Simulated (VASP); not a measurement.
A run of VASP 6.6.1 is set up as follows.

Contents of INCAR:

```
PREC     = Accurate       # precision mode
ENCUT    = 520            # plane-wave cutoff, eV
EDIFF    = 1E-7           # SCF threshold, eV
ISMEAR   = 0              # smearing method
SIGMA    = 0.01           # smearing width, eV
LREAL    = False          # projectors in reciprocal space
LASPH    = True           # aspherical terms in the spheres
NELM     = 60             # most SCF steps
ALGO     = Normal         # electronic algorithm
ISIF     = 2              # what is computed and relaxed
LWAVE    = False          # write WAVECAR
LCHARG   = True           # write CHGCAR
GGA      = PE             # functional
LELF     = True           # ELF
LVHAR    = True         
NBANDS   = 17             # bands
```

Contents of KPOINTS:

```
Automatic mesh
0
Gamma
  6 6 6
```

The input POSCAR:

```
PbS
1.0
    0.0000000000      3.0627606951      3.0627606951
    3.0627606951      0.0000000000      3.0627606951
    3.0627606951      3.0627606951      0.0000000000
Pb S
1 1
Direct
    0.0000000000      0.0000000000      0.0000000000
    0.5000000000      0.5000000000      0.5000000000
```

Potentials or basis: VASP PAW PBE potentials, release 64 (Pb_d, S).

The run is started by

```console
$ cat potpaw_PBE.64/Pb_d/POTCAR potpaw_PBE.64/S/POTCAR > POTCAR
$ mpirun -np 1 vasp_std > vasp.out
```

**Question.** What does it give for the pressure?

**Answer.** -2.8 GPa.

**Question.** What does it give for the band gap on the k mesh?

**Answer.** 0.67 eV, direct.

Caveat: spin-orbit coupling is left out, which moves the levels of the heavy elements. A k mesh can miss the band edges.
